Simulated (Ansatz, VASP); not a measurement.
## Two plane-wave programs on Be

INCAR

```
SYSTEM = Be
ALGO = Normal
EDIFF = 1E-6
ENCUT = 600
GGA = PS
GGA_COMPAT = .FALSE.
ISIF = 2
ISMEAR = 0
LASPH = .TRUE.
LCHARG = .TRUE.
LELF = .TRUE.
LREAL = .FALSE.
LVHAR = .TRUE.
LWAVE = .FALSE.
NBANDS = 9
NELM = 120
PREC = Accurate
SIGMA = 0.1
```

KPOINTS

```
k-points
0
G
  9 9 6
  0 0 0
```

File POSCAR:

```
Be
1.0
    2.2557481466      0.0000000000      0.0000000000
   -1.1278740733      1.9535351995      0.0000000000
    0.0000000000      0.0000000000      3.5561827178
Be
2
Direct
    0.6666666667      0.3333333333      0.7500000000
    0.3333333333      0.6666666667      0.2500000000
```

Input for Ansatz:

```yaml
crystal:
  lattice:
    - [2.2557481466, 0.0, 0.0]
    - [-1.1278740733, 1.9535351995, 0.0]
    - [0.0, 0.0, 3.5561827178]
  atoms:
    - { symbol: Be, position: [0.6666666667, 0.3333333333, 0.75] }
    - { symbol: Be, position: [0.3333333333, 0.6666666667, 0.25] }
basis:
  ecutwfc: 420
kpoints:
  mp_grid: { grid: [9, 9, 6] }
hamiltonian:
  xc: pbesol
scf:
  occupations: { method: gaussian, width: 0.1 }
  lower_state_search: "off"
output:
  forces: true
  stress: true
  eigenvalues: true
```

Change from the starting cell: the structure that the rattled simple hexagonal type (P6/mmm, No. 191) fell into.

Alike in both runs: task single point; functional PBEsol; k mesh 9 × 9 × 6; occupations gaussian, width 0.1 eV; no spin polarisation.

|  | VASP | Ansatz |
| --- | --- | --- |
| version | VASP 6.6.1 | Ansatz 0.2.0 |
| potentials or method | VASP PAW PBE potentials, release 64 (Be), cutoff 600 eV | scalar-relativistic, plane waves, PAW |
| valence electrons in the cell | 4 | 4 |

```tsv
	VASP	Ansatz	Ansatz less VASP
gap on the k mesh at the Fermi level (eV)	none	none	-
pressure (GPa)	0.3	0.0	-0.38
traceless stress, the component that is largest in VASP (GPa)	-2.36	-2.42	-0.050
```

VASP's potentials were made for PBE, not for PBEsol. A gap of «none» marks a metal or a gap that the smearing closes. With one functional, cell and mesh, what is left measures potentials, basis and numerics.
